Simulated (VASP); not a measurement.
# TaAs (I4_1md) in VASP: single point with LDA

Aim: the single point of TaAs with LDA.

Everything below comes from runs of VASP 6.6.1. Logs are shortened: lines on timing, memory, paths and dates and some standing lists are left out, and cuts for length are marked.

**1. The cell of the first run**

It takes space group I4_1md (No. 109, tetragonal). The conventional cell has a = 3.444 Å, b = 3.444 Å, c = 11.736 Å, α = 90.00°, β = 90.00°, γ = 90.00°. Ta (site symmetry 2mm) has 6 As at 2.61 to 2.62 Å and 8 Ta at 3.40 to 3.44 Å within 3.5 Å. Within 3.5 Å of As (site symmetry 2mm) lie 6 Ta at 2.61 to 2.62 Å and 8 As at 3.40 to 3.44 Å.

**2. Single point, LDA**

The input, INCAR:

```
SYSTEM = TaAs
PREC = Accurate
ENCUT = 510
EDIFF = 1E-6
ISMEAR = 0
SIGMA = 0.05
LREAL = .FALSE.
LASPH = .TRUE.
NELM = 120
ALGO = Normal
ISIF = 2
LWAVE = .FALSE.
LCHARG = .FALSE.
NBANDS = 36
GGA_COMPAT = .FALSE.
```

The input, KPOINTS:

```
Automatic mesh
0
G
  9 9 9
  0 0 0
```

The input, POSCAR:

```
TaAs
1.0
   -1.7218133622      1.7218133622      5.8679415361
    1.7218133622     -1.7218133622      5.8679415361
    1.7218133622      1.7218133622     -5.8679415361
Ta As
2 2
Direct
    0.2500180339      0.7500180339      0.5000000000
    0.5000180339      0.5000180339      0.0000000000
    0.8325813861      0.3325813861      0.5000000000
    0.0825813861      0.0825813861      0.0000000000
```

Potentials or basis: VASP PAW LDA potentials, release 64 (Ta_sv_GW, As_d).

Launch:

```
$ cat potpaw_LDA.64/Ta_sv_GW/POTCAR potpaw_LDA.64/As_d/POTCAR > POTCAR
$ mpirun -np 1 vasp_std > vasp.out
```

OUTCAR:

```text
SYSTEM = TaAs
   PREC = Accurate
   ENCUT = 510
   EDIFF = 1E-6
   ISMEAR = 0
   LREAL = .FALSE.
   LASPH = .TRUE.
   NELM = 120
   ISIF = 2

 ion  position               nearest neighbor table
   1  0.250  0.750  0.500-   4 2.61   4 2.61   3 2.62   3 2.62   3 2.62   3 2.62
   2  0.500  0.500  0.000-   3 2.61   3 2.61   4 2.62   4 2.62   4 2.62   4 2.62
   3  0.833  0.333  0.500-   2 2.61   2 2.61   1 2.62   1 2.62   1 2.62   1 2.62
   4  0.083  0.083  0.000-   1 2.61   1 2.61   2 2.62   2 2.62   2 2.62   2 2.62

  LATTYP: Found a body centered tetragonal cell.
 ALAT       =     3.4436267244
 C/A-ratio  =     3.4080009279

  Lattice vectors:

 A1 = (  -1.7218133622,   1.7218133622,   5.8679415361)
 A2 = (   1.7218133622,  -1.7218133622,   5.8679415361)
 A3 = (   1.7218133622,   1.7218133622,  -5.8679415361)

Analysis of symmetry for initial positions (statically):
=====================================================================
 Subroutine PRICEL returns:
 Original cell was already a primitive cell.

 Routine SETGRP: Setting up the symmetry group for a
 body centered tetragonal supercell.

 Subroutine GETGRP returns: Found  8 space group operations
 (whereof  4 operations were pure point group operations)
 out of a pool of 16 trial point group operations.

The static configuration has the point symmetry C_2v.
 The point group associated with its full space group is C_4v.

Analysis of symmetry for dynamics (positions and initial velocities):
=====================================================================
 Subroutine PRICEL returns:
 Original cell was already a primitive cell.

 Routine SETGRP: Setting up the symmetry group for a
 body centered tetragonal supercell.

 Subroutine GETGRP returns: Found  8 space group operations
 (whereof  4 operations were pure point group operations)
 out of a pool of 16 trial point group operations.

The dynamic configuration has the point symmetry C_2v.
 The point group associated with its full space group is C_4v.

 Subroutine INISYM returns: Found  8 space group operations
 (whereof  4 operations are pure point group operations),
 and found     1 'primitive' translations

----------------------------------------------------------------------------------------

                                     Primitive cell

  volume of cell :      69.5854

  direct lattice vectors                    reciprocal lattice vectors
    -1.721813362  1.721813362  5.867941536     0.000000000  0.290391520  0.085208756
     1.721813362 -1.721813362  5.867941536     0.290391520  0.000000000  0.085208756
     1.721813362  1.721813362 -5.867941536     0.290391520  0.290391520  0.000000000

[... 90 lines left out ...]
   NSW    =      0    number of steps for IOM
   IBRION =     -1    ionic relax: 0-MD 1-quasi-New 2-CG
   NFREE  =      0    steps in history (QN), initial steepest desc. (CG)
   ISIF   =      2    stress and relaxation
   ISYM   =      2    0-nonsym 1-usesym 2-fastsym
   POTIM  = 0.5000    time-step for ionic-motion
   TEBEG  =    0.0;   TEEND  =   0.0 temperature during run
   PSTRESS=    0.0 pullay stress
   NELECT =      56.0000    total number of electrons
   NUPDOWN=      -1.0000    fix difference up-down
   EMIN   =  10.00;   EMAX   =-10.00  energy-range for DOS
   EFERMI =   0.00;   METHOD = LEGACY
   ISMEAR =     0;   SIGMA  =   0.05  broadening in eV -4-tet -1-fermi 0-gaus
   EFERMI_NEDOS =   21; number of points for ismear=-14 and -15
   IALGO  =     38    algorithm
   IMIX   =      4    mixing-type and parameters
     AMIX     =   0.40;   BMIX     =  1.00
     AMIX_MAG =   1.60;   BMIX_MAG =  1.00
  volume/ion in A,a.u.               =      17.40       117.40
  Fermi-wavevector in a.u.,A,eV,Ry     =   1.522760  2.877600 31.549173  2.318799
  Thomas-Fermi vector in A             =   2.631296
   LORBIT       =      0    0 simple, 1 ext, 2 COOP (PROOUT), +10 PAW based schemes
   GGA     = CA    functional components
   LHFCALC =     F    Hartree Fock is set to
   AEXX    =    0.0000 exact exchange contribution
   IVDW    =     0    specifies the selected vdW correction
   LEPSILON=     F    determine dielectric tensor
   LRPA    =     F    only Hartree local field effects (RPA)
 non-spin polarized calculation
 Gauss-broadening in eV      SIGMA  =   0.05
  energy-cutoff  :      510.00
  volume of cell :       69.59
 maximum number of plane-waves:      1837
   NGX = 23   NGY = 23   NGZ = 23

 number of electron      56.0000007 magnetization

 Free energy of the ion-electron system (eV)
  ---------------------------------------------------
  ext. energy  EPLUGINS =         0.00000000
  ---------------------------------------------------
  free energy    TOTEN  =       -43.88165005 eV

  energy without entropy =      -43.88041674  energy(sigma->0) =      -43.88103339

 E-fermi :   8.3709     XC(G=0): -12.8135

 val. band max:        8.3484928384   @ k =  -0.1111  -0.4444   0.1111
 cond. band min:       8.3744351321   @ k =  -0.3333   0.4444   0.3333
 fundamental gap:      0.0259422936
 Fermi energy:         8.3708517762

 k-point     1 :       0.0000    0.0000    0.0000
  band No.  band energies     occupation
      1     -59.6269      2.00000
      2     -59.6166      2.00000
      3     -27.4141      2.00000
      4     -27.4141      2.00000
      5     -27.3854      2.00000
      6     -27.3804      2.00000
[... 925 lines left out ...]
     35      12.7972      0.00000
     36      13.0140      0.00000

 [... further k-points ...]

------------------------ aborting loop because EDIFF is reached ----------------------------------------

  FORCE on cell =-STRESS in cart. coord.  units (eV):
  Direction    XX          YY          ZZ          XY          YZ          ZX
  --------------------------------------------------------------------------------------
  -------------------------------------------------------------------------------------
  Total       -3.1641934     -3.1641934     -3.1476754      0.0000000      0.0000000      0.0000000
  in kB      -72.8543841    -72.8543841    -72.4740624      0.0000000      0.0000000      0.0000000
  external PRESSURE =     -72.7276102 kB  Pullay stress =       0.0000000 kB

 VOLUME and BASIS-vectors are now :
 -----------------------------------------------------------------------------
  energy-cutoff  :      510.00
  volume of cell :       69.59
      direct lattice vectors                 reciprocal lattice vectors
    -1.721813362  1.721813362  5.867941536     0.000000000  0.290391520  0.085208756
     1.721813362 -1.721813362  5.867941536     0.290391520  0.000000000  0.085208756
     1.721813362  1.721813362 -5.867941536     0.290391520  0.290391520  0.000000000

 POSITION                                       TOTAL-FORCE (eV/Angst)
 -----------------------------------------------------------------------------------
      1.72181      0.00000      2.93418        -0.000000     -0.000000      0.002567
      0.00000      0.00000      5.86815         0.000000      0.000000      0.002567
     -0.00000      1.72181      3.90314        -0.000000      0.000000     -0.002567
      0.00000      0.00000      0.96917         0.000000     -0.000000     -0.002567
 -----------------------------------------------------------------------------------
    total drift:                               -0.000000     -0.000000      0.002186

  FREE ENERGIE OF THE ION-ELECTRON SYSTEM (eV)
  ---------------------------------------------------
  free  energy   TOTEN  =       -43.8816500459 eV

  energy  without entropy=      -43.8804167372  energy(sigma->0) =      -43.88103339
```

OSZICAR:

```text
N       E                     dE             d eps       ncg     rms          rms(c)
DAV:   1     0.766917930682E+03    0.76692E+03   -0.25391E+04  8248   0.689E+03
DAV:   2     0.756883251294E+02   -0.69123E+03   -0.66850E+03  6800   0.133E+03
DAV:   3    -0.380044116064E+02   -0.11369E+03   -0.11122E+03  5900   0.237E+02
DAV:   4    -0.474187897140E+02   -0.94144E+01   -0.92988E+01  7864   0.728E+01
DAV:   5    -0.476820640490E+02   -0.26327E+00   -0.26263E+00  7764   0.123E+01    0.844E+01
DAV:   6    -0.440513522433E+02    0.36307E+01   -0.10203E+01  7708   0.209E+01    0.692E+01
DAV:   7    -0.441609826849E+02   -0.10963E+00   -0.39129E+00  7864   0.139E+01    0.252E+01
DAV:   8    -0.438738798931E+02    0.28710E+00   -0.10911E+00  6944   0.139E+01    0.118E+01
DAV:   9    -0.438825587376E+02   -0.86788E-02   -0.95659E-02  7508   0.248E+00    0.672E+00
DAV:  10    -0.438839076371E+02   -0.13489E-02   -0.13893E-02  8660   0.180E+00    0.144E+00
DAV:  11    -0.438816406900E+02    0.22669E-02   -0.67862E-03  8472   0.119E+00    0.225E+00
DAV:  12    -0.438817119545E+02   -0.71264E-04   -0.47244E-04  8148   0.195E-01    0.960E-01
DAV:  13    -0.438816525185E+02    0.59436E-04   -0.14759E-04  8116   0.175E-01    0.280E-01
DAV:  14    -0.438816504979E+02    0.20206E-05   -0.41780E-05  8052   0.858E-02    0.263E-02
DAV:  15    -0.438816500459E+02    0.45194E-06   -0.50973E-06  5148   0.164E-02
   1 F= -.43881650E+02 E0= -.43881033E+02  d E =-.123331E-02
```

stdout:

```text
POSCAR found type information on POSCAR TaAs
 POSCAR found :  2 types and       4 ions
 scaLAPACK will be used
 LDA part: xc-table for (Slater(with rela. corr.)+CA(PZ))
 , standard interpolation
 POSCAR, INCAR and KPOINTS ok, starting setup
 FFT: planning ... GRIDC
 FFT: planning ... GRID_SOFT
 FFT: planning ... GRID
 WAVECAR not read
 entering main loop
```

It took 6.5 min on 1 thread of Intel Xeon Platinum 8488C (Sapphire Rapids), shared host; peak memory 0.37 GiB.

Results:

```yaml
Free_energy: -43.8817 eV
Pressure: -7.3 GPa
Band_gap_on_the_k_mesh: zero (filled and empty bands touch)
```

Forces in eV/Å, atoms in the order of the input:
```
Ta   0.000  0.000  0.003
Ta   0.000  0.000  0.003
As   0.000  0.000 -0.003
As   0.000  0.000 -0.003
```

Levels at points of the mesh, in eV from the Fermi level:
```
           k point  band 25  band 26  band 27  band 28  band 29  band 30  band 31  band 32
(0.00, 0.00, 0.00)    -2.32    -1.94    -1.61    -1.61     0.90     1.55     2.32     3.09
```

Caveat: the cell stands under tension; spin-orbit coupling is left out, which moves the levels of the heavy elements.

The gap in the log of VASP goes by the Fermi energy; the results here count the filled bands.